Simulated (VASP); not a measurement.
Input of a VASP 6.6.1 run:

File INCAR:

```
ALGO = Normal
EDIFF = 1E-6
ENCUT = 520
GGA = PE
ISIF = 2
ISMEAR = 0
LASPH = True
LCHARG = False
LREAL = False
LWAVE = False
NBANDS = 20
NELM = 60
PREC = Accurate
SIGMA = 0.01
```

Contents of KPOINTS:

```
k-points
0
Gamma
  6 6 4
```

POSCAR

```
SnSe2
1.0
    3.8251638434      0.0000000000      0.0000000000
   -1.9125819217      3.3126890621      0.0000000000
    0.0000000000      0.0000000000      6.2270560557
Sn Se
1 2
Direct
    0.0000000000      0.0000000000      0.0000000000
    0.3333333333      0.6666666667      0.2530760469
    0.6666666667      0.3333333333      0.7469239531
```

Potentials or basis: VASP PAW PBE potentials, release 64 (Sn_d, Se).

The run is started by

```sh
$ cat potpaw_PBE.64/Sn_d/POTCAR potpaw_PBE.64/Se/POTCAR > POTCAR
$ mpirun -np 1 vasp_std > vasp.out
```

Task: Estimate the largest force.

Result: 0.262 eV/Å.

Task: What does it give for the band gap on the k mesh?

Result: 0.79 eV, indirect (least direct gap 1.12 eV).

Forces on the atoms (eV/Å):
```
Sn   0.000  0.000  0.000
Se   0.000  0.000  0.262
Se   0.000  0.000 -0.262
```

Caveat: spin-orbit coupling is left out, which moves the levels of the heavy elements. A k mesh can miss the band edges.
